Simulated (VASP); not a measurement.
# H3C2 (R-3m) in VASP: a series of runs

H3C2 is run at these levels: PBE; tasks: single point.

Everything below comes from runs of VASP 6.6.1. Logs are shortened: lines on timing, memory, paths and dates and some standing lists are left out, and cuts for length are marked.

### Step 1. The cell of the first run

It takes space group R-3m (No. 166, trigonal). The conventional cell has a = 2.436 Å, b = 2.436 Å, c = 20.881 Å, α = 90.00°, β = 90.00°, γ = 120.00°. H (site symmetry -3m) has 6 C at 1.80 Å and 12 H at 2.12 to 2.44 Å within 2.5 Å. H (site symmetry 3m) has 3 C at 1.48 Å within 2.0 Å. C (site symmetry 3m) has 6 H at 1.48 to 1.80 Å within 2.0 Å.

### Step 2. Single point, PBE

INCAR

```
SYSTEM = H3C2
PREC = Accurate ; ENCUT = 520
EDIFF = 1E-7 ; ISMEAR = 0
SIGMA = 0.1 ; LREAL = .FALSE.
LASPH = .TRUE. ; NELM = 100
ALGO = Normal ; ISIF = 2
LWAVE = .FALSE. ; LCHARG = .TRUE.
GGA = PE ; LELF = .TRUE.
LVHAR = .TRUE. ; NBANDS = 14
```

KPOINTS

```
regular mesh
0
G
  6 6 6
  0 0 0
```

POSCAR

```
H3C2
1.0
    1.2181870594      0.7033206267      6.9604096229
   -1.2181870594      0.7033206267      6.9604096229
    0.0000000000     -1.4066412533      6.9604096229
H C
3 2
Direct
    0.0000000000      0.0000000000      0.0000000000
    0.2571120057      0.2571120057      0.2571120057
    0.7428879943      0.7428879943      0.7428879943
    0.3869096043      0.3869096043      0.3869096043
    0.6130903957      0.6130903957      0.6130903957
```

Potentials or basis: VASP PAW PBE potentials, release 64 (H, C).

Command:

```
$ cat potpaw_PBE.64/H/POTCAR potpaw_PBE.64/C/POTCAR > POTCAR
$ mpirun -np 1 vasp_std > vasp.out
```

OUTCAR:

```text
SYSTEM = H3C2
   PREC = Accurate
   ENCUT = 520
   EDIFF = 1E-7
   ISMEAR = 0
   LREAL = .FALSE.
   LASPH = .TRUE.
   NELM = 100
   ISIF = 2
   GGA = PE

 ion  position               nearest neighbor table
   1  0.000  0.000  0.000-
   2  0.257  0.257  0.257-
   3  0.743  0.743  0.743-
   4  0.387  0.387  0.387-
   5  0.613  0.613  0.613-

  LATTYP: Found a trigonal (rhomboedric) cell.
 ALAT       =     7.1011225686
 COS(alpha) =     0.9411422113

  Lattice vectors:

 A1 = (   1.2181870594,   0.7033206267,   6.9604096229)
 A2 = (  -1.2181870594,   0.7033206267,   6.9604096229)
 A3 = (   0.0000000000,  -1.4066412533,   6.9604096229)

Analysis of symmetry for initial positions (statically):
=====================================================================
 Subroutine PRICEL returns:
 Original cell was already a primitive cell.

 Routine SETGRP: Setting up the symmetry group for a
 trigonal (rhombohedral) supercell.

 Subroutine GETGRP returns: Found 12 space group operations
 (whereof 12 operations were pure point group operations)
 out of a pool of 12 trial point group operations.

The static configuration has the point symmetry D_3d.

Analysis of symmetry for dynamics (positions and initial velocities):
=====================================================================
 Subroutine PRICEL returns:
 Original cell was already a primitive cell.

 Routine SETGRP: Setting up the symmetry group for a
 trigonal (rhombohedral) supercell.

 Subroutine GETGRP returns: Found 12 space group operations
 (whereof 12 operations were pure point group operations)
 out of a pool of 12 trial point group operations.

The dynamic configuration has the point symmetry D_3d.

 Subroutine INISYM returns: Found 12 space group operations
 (whereof 12 operations are pure point group operations),
 and found     1 'primitive' translations

----------------------------------------------------------------------------------------

                                     Primitive cell

  volume of cell :      35.7811

  direct lattice vectors                    reciprocal lattice vectors
     1.218187059  0.703320627  6.960409623     0.410445995  0.236971106  0.047889902
    -1.218187059  0.703320627  6.960409623    -0.410445995  0.236971106  0.047889902
     0.000000000 -1.406641253  6.960409623     0.000000000 -0.473942212  0.047889902

  length of vectors
     7.101122569  7.101122569  7.101122569     0.476355605  0.476355605  0.476355605

  position of ions in fractional coordinates (direct lattice)
     0.000000000  0.000000000  0.000000000
     0.257112006  0.257112006  0.257112006
     0.742887994  0.742887994  0.742887994
     0.386909604  0.386909604  0.386909604
     0.613090396  0.613090396  0.613090396

  ion indices of the primitive-cell ions
   primitive index   ion index
                 1           1
                 2           2
                 3           3
                 4           4
                 5           5

----------------------------------------------------------------------------------------

 KPOINTS: regular mesh

Automatic generation of k-mesh.
 Grid dimensions read from file:
 generate k-points for:    6    6    6

 Generating k-lattice:

  Cartesian coordinates                     Fractional coordinates (reciprocal lattice)
     0.068407666  0.039495184  0.007981650     0.166666667  0.000000000  0.000000000
    -0.068407666  0.039495184  0.007981650     0.000000000  0.166666667  0.000000000
     0.000000000 -0.078990369  0.007981650    -0.000000000 -0.000000000  0.166666667

  Length of vectors
     0.079392601  0.079392601  0.079392601

  Shift w.r.t. Gamma in fractional coordinates (k-lattice)
     0.000000000  0.000000000  0.000000000

 Subroutine IBZKPT returns following result:
 ===========================================

 Found     32 irreducible k-points:

 Following reciprocal coordinates:
            Coordinates               Weight
  0.000000  0.000000  0.000000      1.000000
  0.166667  0.000000  0.000000      6.000000
  0.333333  0.000000  0.000000      6.000000
  0.500000  0.000000  0.000000      3.000000
  0.166667  0.166667  0.000000      6.000000
  0.333333  0.166667  0.000000     12.000000
[... 16 lines left out ...]
  0.500000  0.500000  0.166667      6.000000
 -0.333333  0.500000  0.166667     12.000000
 [... further k-points ...]
   k-points           NKPTS =     32   k-points in BZ     NKDIM =     32   number of bands    NBANDS=     14
   number of dos      NEDOS =    301   number of ions     NIONS =      5
   total plane-waves  NPLWV = 157464
   dimension x,y,z NGX =    54 NGY =   54 NGZ =   54
   dimension x,y,z NGXF=   108 NGYF=  108 NGZF=  108
   ions per type =               3   2
   NGX,Y,Z   is equivalent  to a cutoff of  12.64, 12.64, 12.64 a.u.
   NGXF,Y,Z  is equivalent  to a cutoff of  25.28, 25.28, 25.28 a.u.
 SYSTEM =  H3C2
   PREC   = accura    normal or accurate (medium, high low for compatibility)
   ISTART =      0    job   : 0-new  1-cont  2-samecut
   ICHARG =      2    charge: 1-file 2-atom 10-const
   ISPIN  =      1    spin polarized calculation?
   LNONCOLLINEAR =      F non collinear calculations
   LSORBIT =      F    spin-orbit coupling
   LASPH  =      T    aspherical Exc in radial PAW
   ENCUT  =  520.0 eV  38.22 Ry    6.18 a.u.  13.20 13.20 13.20*2*pi/ulx,y,z
   NELM   =    100;   NELMIN=  2; NELMDL= -5     # of ELM steps
   EDIFF  = 0.1E-06   stopping-criterion for ELM
   LREAL  =      F    real-space projection
   EDIFFG = 0.1E-05   stopping-criterion for IOM
   NSW    =      0    number of steps for IOM
   IBRION =     -1    ionic relax: 0-MD 1-quasi-New 2-CG
   NFREE  =      0    steps in history (QN), initial steepest desc. (CG)
   ISIF   =      2    stress and relaxation
   ISYM   =      2    0-nonsym 1-usesym 2-fastsym
   POTIM  = 0.5000    time-step for ionic-motion
   TEBEG  =    0.0;   TEEND  =   0.0 temperature during run
   PSTRESS=    0.0 pullay stress
   NELECT =      11.0000    total number of electrons
   NUPDOWN=      -1.0000    fix difference up-down
   EMIN   =  10.00;   EMAX   =-10.00  energy-range for DOS
   EFERMI =   0.00;   METHOD = LEGACY
   ISMEAR =     0;   SIGMA  =   0.10  broadening in eV -4-tet -1-fermi 0-gaus
   EFERMI_NEDOS =   21; number of points for ismear=-14 and -15
   IALGO  =     38    algorithm
   IMIX   =      4    mixing-type and parameters
     AMIX     =   0.40;   BMIX     =  1.00
     AMIX_MAG =   1.60;   BMIX_MAG =  1.00
  volume/ion in A,a.u.               =       7.16        48.29
  Fermi-wavevector in a.u.,A,eV,Ry     =   1.104896  2.087950 16.609916  1.220794
  Thomas-Fermi vector in A             =   2.241375
   LORBIT       =      0    0 simple, 1 ext, 2 COOP (PROOUT), +10 PAW based schemes
   GGA     = PE    functional components
   LHFCALC =     F    Hartree Fock is set to
   AEXX    =    0.0000 exact exchange contribution
   IVDW    =     0    specifies the selected vdW correction
   LEPSILON=     F    determine dielectric tensor
   LRPA    =     F    only Hartree local field effects (RPA)
 non-spin polarized calculation
 Gauss-broadening in eV      SIGMA  =   0.10
  energy-cutoff  :      520.00
  volume of cell :       35.78
 maximum number of plane-waves:       982
 NGX is ok and might be reduce to    54
   NGX = 27   NGY = 27   NGZ = 27

 number of electron      11.0000000 magnetization

 Free energy of the ion-electron system (eV)
  ---------------------------------------------------
  ext. energy  EPLUGINS =         0.00000000
  ---------------------------------------------------
  free energy    TOTEN  =       -17.84174136 eV

  energy without entropy =      -17.82421714  energy(sigma->0) =      -17.83297925

 E-fermi :   1.8265     XC(G=0):  -9.0801

 val. band max:        1.7992652137   @ k =   0.5000   0.3333  -0.0000
 cond. band min:       2.2471854478   @ k =  -0.3333   0.5000   0.3333
 fundamental gap:      0.4479202341
 Fermi energy:         1.8265307444

 k-point     1 :       0.0000    0.0000    0.0000
  band No.  band energies     occupation
      1     -14.8882      2.00000
      2     -12.7006      2.00000
      3      -5.9423      2.00000
      4       0.7747      2.00000
      5       5.8688      0.00000
      6       6.0888      0.00000
      7       6.0888      0.00000
      8       6.3962      0.00000
      9       6.3962      0.00000
     10      12.0388      0.00000
     11      13.3371      0.00000
     12      14.4942      0.00000
     13      14.7603      0.00000
     14      22.3417      0.00000

 k-point     2 :       0.1667    0.0000    0.0000
  band No.  band energies     occupation
      1     -14.0879      2.00000
      2     -11.9382      2.00000
      3      -5.1447      2.00000
      4       1.1936      2.00000
      5       3.2822      0.00000
      6       3.9512      0.00000
      7       5.2323      0.00000
      8       5.8425      0.00000
      9       6.7339      0.00000
     10      10.2326      0.00000
     11      12.8646      0.00000
     12      14.5544      0.00000
     13      14.7830      0.00000
     14      20.9645      0.00000

 k-point     3 :       0.3333    0.0000    0.0000
  band No.  band energies     occupation
      1     -11.7147      2.00000
      2      -9.7021      2.00000
      3      -3.4600      2.00000
      4      -1.9793      2.00000
      5      -0.7754      2.00000
      6       2.8391      0.00000
      7       3.9468      0.00000
      8       4.7932      0.00000
      9       6.4326      0.00000
     10       9.3400      0.00000
     11      10.9286      0.00000
     12      14.3410      0.00000
     13      14.8807      0.00000
     14      17.1484      0.00000
[... 324 lines left out ...]
 k-point    23 :       0.5000    0.5000    0.1667
  band No.  band energies     occupation
      1     -11.7084      2.00000
      2      -9.7186      2.00000
      3      -3.4300      2.00000
      4      -1.9346      2.00000
      5      -0.7672      2.00000
      6       2.6238      0.00000
      7       3.9455      0.00000
      8       4.7949      0.00000
      9       6.3945      0.00000
     10       9.4368      0.00000
     11      11.8299      0.00000
     12      13.3237      0.00000
     13      15.0059      0.00000
     14      17.7187      0.00000

 k-point    24 :      -0.3333    0.5000    0.1667
  band No.  band energies     occupation
      1      -9.3929      2.00000
      2      -7.6030      2.00000
      3      -4.8953      2.00000
      4      -3.0761      2.00000
      5      -1.0590      2.00000
      6       0.6039      2.00000
      7       1.7986      1.30688
      8       3.0155      0.00000
      9       6.8541      0.00000
     10       9.9259      0.00000
     11      12.2237      0.00000
     12      13.7592      0.00000
     13      16.1364      0.00000
     14      17.3954      0.00000

 [... further k-points ...]
[... 5 lines left out ...]
  --------------------------------------------------------------------------------------
  -------------------------------------------------------------------------------------
  Total       -0.0968093     -0.0968093     -0.0178811      0.0000000     -0.0000000      0.0000000
  in kB       -4.3348541     -4.3348541     -0.8006675      0.0000000     -0.0000000      0.0000000
  external PRESSURE =      -3.1567919 kB  Pullay stress =       0.0000000 kB

 VOLUME and BASIS-vectors are now :
 -----------------------------------------------------------------------------
  energy-cutoff  :      520.00
  volume of cell :       35.78
      direct lattice vectors                 reciprocal lattice vectors
     1.218187059  0.703320627  6.960409623     0.410445995  0.236971106  0.047889902
    -1.218187059  0.703320627  6.960409623    -0.410445995  0.236971106  0.047889902
     0.000000000 -1.406641253  6.960409623     0.000000000 -0.473942212  0.047889902

 POSITION                                       TOTAL-FORCE (eV/Angst)
 -----------------------------------------------------------------------------------
      0.00000      0.00000      0.00000         0.000000      0.000000     -0.000000
      0.00000      0.00000      5.36881        -0.000000      0.000000      0.001028
      0.00000      0.00000     15.51241        -0.000000     -0.000000     -0.001028
      0.00000      0.00000      8.07915        -0.000000      0.000000      0.008812
      0.00000      0.00000     12.80208        -0.000000     -0.000000     -0.008812
 -----------------------------------------------------------------------------------
    total drift:                                0.000000      0.000000      0.000000

  FREE ENERGIE OF THE ION-ELECTRON SYSTEM (eV)
  ---------------------------------------------------
  free  energy   TOTEN  =       -17.8417413628 eV

  energy  without entropy=      -17.8242171401  energy(sigma->0) =      -17.83297925
```

Wall time 58 s (1 thread of Intel Xeon 6975P-C (Granite Rapids), shared host); peak memory 0.36 GiB.

Results:

* Free energy: -17.8417 eV
* Pressure: -0.3 GPa
* Largest force: 0.009 eV/Å
* Band gap on the k mesh: zero (an odd number of electrons rules out a gap without spin polarisation)

Forces on the atoms (eV/Å):
```
H    0.000  0.000  0.000
H    0.000  0.000  0.001
H    0.000  0.000 -0.001
C    0.000  0.000  0.009
C    0.000  0.000 -0.009
```

Caveat: the k points lie up to 0.50 Å⁻¹ apart, too coarse for converged energies and pressures of a metal; an odd number of electrons without spin polarisation forces a metal; a magnetic or distorted state may lie lower.

### Step 3. Single point, PBE

This run uses another cell than the first one, of 9.32 Å³/atom.

INCAR

```
SYSTEM = H3C2
PREC = Accurate ; ENCUT = 520
EDIFF = 1E-6 ; ISMEAR = 0
SIGMA = 0.1 ; LREAL = .False.
LASPH = .True. ; NELM = 80
ALGO = Normal ; ISIF = 2
LWAVE = .False. ; LCHARG = .False.
GGA = PE ; NBANDS = 14
```

KPOINTS

```
Automatic mesh
0
Gamma
  6 6 6
  0 0 0
```

POSCAR

```
H3C2
1.0
    1.4265392360      0.8236128119      6.6127329789
   -1.4265392360      0.8236128119      6.6127329789
    0.0000000000     -1.6472256238      6.6127329789
H C
3 2
Direct
    0.0000000000      0.0000000000      0.0000000000
    0.2095000000      0.2095000000      0.2095000000
    0.7905000000      0.7905000000      0.7905000000
    0.4000000000      0.4000000000      0.4000000000
    0.6000000000      0.6000000000      0.6000000000
```

Potentials or basis: VASP PAW PBE potentials, release 64 (H, C).

Command:

```
$ cat potpaw_PBE.64/H/POTCAR potpaw_PBE.64/C/POTCAR > POTCAR
$ mpirun -np 1 vasp_std > vasp.out
```

Wall time 49 s (1 thread of Intel Xeon 6975P-C (Granite Rapids), shared host); peak memory 0.36 GiB.

Results (log left out):

```yaml
Free_energy: -14.3228 eV
Pressure: -26.0 GPa
Largest_force: 1.574 eV/Å
Band_gap_on_the_k_mesh: zero (an odd number of electrons rules out a gap without spin polarisation)
```

Forces on the atoms (eV/Å):
```
H    0.000  0.000  0.000
H    0.000  0.000  1.574
H    0.000  0.000 -1.574
C    0.000  0.000  0.488
C    0.000  0.000 -0.488
```

Levels at points of the mesh, in eV from the Fermi level:
```csv
k point,band 1,band 2,band 3,band 4,band 5,band 6,band 7,band 8,band 9,band 10
"(0.00, 0.00, 0.00)",-12.21,-10.68,-6.15,-1.25,0.87,2.45,2.45,2.57,2.57,5.79
"(0.50, 0.00, 0.00)",-8.56,-8.20,-5.37,-3.71,-1.27,-0.73,0.86,1.11,1.53,3.51
"(0.50, 0.50, 0.00)",-8.47,-8.30,-5.14,-4.28,-0.77,0.01,0.51,1.08,1.57,2.23
"(0.50, 0.50, 0.50)",-12.02,-11.06,-4.86,-3.55,2.43,2.43,2.59,2.59,3.57,3.76
```

Caveat: the k points lie up to 0.43 Å⁻¹ apart, too coarse for converged energies and pressures of a metal; the nearest neighbours stand farther apart than a usual bond; an odd number of electrons without spin polarisation forces a metal; a magnetic or distorted state may lie lower.

The gap in the log of VASP goes by the Fermi energy; the results here count the filled bands.